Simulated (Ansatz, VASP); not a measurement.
# Ge2Sb2Te5: VASP beside Ansatz

The input INCAR:

```
  PREC = Accurate
  ENCUT = 520
  EDIFF = 1E-6
  ISMEAR = 0
  SIGMA = 0.15
  LREAL = F
  LASPH = T
  NELM = 60
  ALGO = Fast
  ISIF = 2
  LWAVE = F
  LCHARG = F
  GGA = PS
  NBANDS = 44
```

The input KPOINTS:

```
regular mesh
0
Gamma
  11 11 3
```

POSCAR

```
Ge2Sb2Te5
1.0
   -4.2017346381      0.0000000000      0.0000000000
   -2.1008673191     -3.6388089366      0.0000000000
    0.0000000000      0.0000000000     18.1060817248
Ge Sb Te
2 2 5
Direct
    1.0000000000      1.0000000000      0.7918188626
    0.0000000000      0.0000000000      0.1529510763
    0.3333333333      0.3333333333      0.5826340238
    0.6666666667      0.6666666667      0.3621359151
    0.0000000000      0.0000000000      0.4723849694
    0.3333333333      0.3333333333      0.2655353998
    0.6666666667      0.6666666667      0.6792345391
    0.3333333333      0.3333333333      0.8698328410
    0.6666666667      0.6666666667      0.0749370979
```

Input for Ansatz:

```yaml
crystal:
  lattice:
    - [-4.2017346381, 0.0, 0.0]
    - [-2.1008673191, -3.6388089366, 0.0]
    - [0.0, 0.0, 18.1060817248]
  atoms:
    - { symbol: Ge, position: [1.0, 1.0, 0.7918188626] }
    - { symbol: Ge, position: [0.0, 0.0, 0.1529510763] }
    - { symbol: Sb, position: [0.3333333333, 0.3333333333, 0.5826340238] }
    - { symbol: Sb, position: [0.6666666667, 0.6666666667, 0.3621359151] }
    - { symbol: Te, position: [0.0, 0.0, 0.4723849694] }
    - { symbol: Te, position: [0.3333333333, 0.3333333333, 0.2655353998] }
    - { symbol: Te, position: [0.6666666667, 0.6666666667, 0.6792345391] }
    - { symbol: Te, position: [0.3333333333, 0.3333333333, 0.869832841] }
    - { symbol: Te, position: [0.6666666667, 0.6666666667, 0.0749370979] }
basis:
  ecutwfc: 420
kpoints:
  mp_grid: { grid: [11, 11, 3] }
hamiltonian:
  xc: pbesol
scf:
  occupations: { method: gaussian, width: 0.15 }
output:
  forces: true
  stress: true
  eigenvalues: true
```

Alike in both runs: task single point; functional PBEsol; k mesh 11 × 11 × 3; occupations gaussian, width 0.15 eV; no spin polarisation.

```csv
,VASP,Ansatz
version,VASP 6.6.1,Ansatz 0.2.0
potentials or method,"VASP PAW PBE potentials, release 64 (Ge_d, Sb, Te), cutoff 520 eV","scalar-relativistic, plane waves, PAW"
valence electrons in the cell,68,138
```

Ansatz gave:

* gap on the k mesh at the Fermi level (eV): none
* pressure (GPa): -0.4
* traceless stress, the component that is largest in VASP (GPa): 0.20
* rms of the force components (eV/Å): 0.022

What did VASP give for the same quantities?

gap on the k mesh at the Fermi level (eV): none; pressure (GPa): -0.4; traceless stress, the component that is largest in VASP (GPa): 0.20; rms of the force components (eV/Å): 0.021.

VASP's potentials were made for PBE, not for PBEsol. Atom by atom the forces differ by 0.013 eV/Å (rms over components). A gap of «none» marks a metal or a gap that the smearing closes. With one functional, cell and mesh, what is left measures potentials, basis and numerics. VASP's potentials hold 68 valence electrons a cell and Ansatz's 138, so a difference there can come from the potentials and not from the codes.

Neither program's run includes spin-orbit coupling.
